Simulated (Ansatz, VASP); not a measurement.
**BaS in VASP and in Ansatz**

```xyz
2
Lattice="0.0000 3.1286 3.1286 3.1286 0.0000 3.1286 3.1286 3.1286 0.0000" Properties=species:S:1:pos:R:3 pbc="T T T"
Ba    0.0000    0.0000    0.0000
S     3.1286    3.1286    3.1286
```

Change from the starting cell: volume scaled by 0.94, PAW files.

Alike in both runs: task electric field gradients; functional LDA; k mesh 7 × 7 × 7; occupations fermi-dirac, width 0.01 eV; no spin polarisation.

|  | VASP | Ansatz |
| --- | --- | --- |
| version | VASP 6.6.1 | Ansatz 0.2.0 |
| potentials or method | VASP PAW LDA potentials, release 64 (Ba_sv, S) | PAW with Ansatz's default frozen-core files, scalar-relativistic |
| plane-wave cutoff (eV) | 520 | 420 |
| valence electrons in the cell | 16 | 16 |

Ansatz gave:

* gap on the k mesh at the Fermi level (eV): 1.96
* pressure (GPa): 0.4

Question: What did VASP give for the same quantities?

Answer: gap on the k mesh at the Fermi level (eV): 1.85; pressure (GPa): 1.2.

LDA's correlation is that of Perdew and Zunger in VASP and of Perdew and Wang (1992) in Ansatz.

Spin-orbit coupling is off throughout.
